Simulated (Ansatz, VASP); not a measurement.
# SiC in VASP and in Ansatz

Contents of INCAR:

```
ALGO = Normal ; EDIFF = 1E-8
ENCUT = 520 ; GGA = PE
ISIF = 2 ; ISMEAR = -1
LASPH = T ; LCHARG = F
LEFG = T ; LREAL = F
LWAVE = F ; NBANDS = 11
NELM = 80 ; PREC = Accurate
SIGMA = 0.05
```

File KPOINTS:

```
k-points
0
Gamma
  13 13 13
```

Contents of POSCAR:

```
SiC
1.0
    0.0000000000      2.0296686305      2.0296686305
    2.0296686305      0.0000000000      2.0296686305
    2.0296686305      2.0296686305      0.0000000000
Si C
1 1
Direct
    0.0000000000      0.0000000000      0.0000000000
    0.5000000000      0.5000000000      0.5000000000
```

Input for Ansatz:

```yaml
crystal:
  lattice:
    - [0.0, 2.0296686305, 2.0296686305]
    - [2.0296686305, 0.0, 2.0296686305]
    - [2.0296686305, 2.0296686305, 0.0]
  atoms:
    - { symbol: Si, position: [0.0, 0.0, 0.0] }
    - { symbol: C, position: [0.5, 0.5, 0.5] }
kpoints:
  mp_grid: { grid: [13, 13, 13] }
  band_path:
    path:
      - [0.0, 0.0, 0.0]
      - [0.5, 0.0, 0.5]
      - [0.625, 0.25, 0.625]
      - [0.375, 0.375, 0.75]
      - [0.0, 0.0, 0.0]
      - [0.5, 0.5, 0.5]
      - [0.5, 0.25, 0.75]
      - [0.5, 0.0, 0.5]
    npoints: 8
scf:
  occupations: { method: fermi_dirac, width: 0.05 }
hamiltonian:
  xc: pbe
  pseudopotentials: { kind: paw }
output:
  forces: true
  stress: true
  eigenvalues: true
  efg: { contact_densities: true }
  populations: true
  bader: true
  dos: { projected: true, de: 0.2, e_range: [-14, 8] }
```

Alike in both runs: task electric field gradients; functional PBE; k mesh 13 × 13 × 13; occupations fermi-dirac, width 0.05 eV; no spin polarisation.

|  | VASP | Ansatz |
| --- | --- | --- |
| version | VASP 6.6.1 | Ansatz 0.2.0 |
| potentials or method | VASP PAW PBE potentials, release 64 (Si, C) | PAW with Ansatz's default frozen-core files, scalar-relativistic |
| plane-wave cutoff (eV) | 520 | 420 |
| valence electrons in the cell | 8 | 8 |

Ansatz gave:

```
pressure (GPa) : 0.0
```

Q: Estimate VASP's values.

A: Pressure (GPa): 0.2.
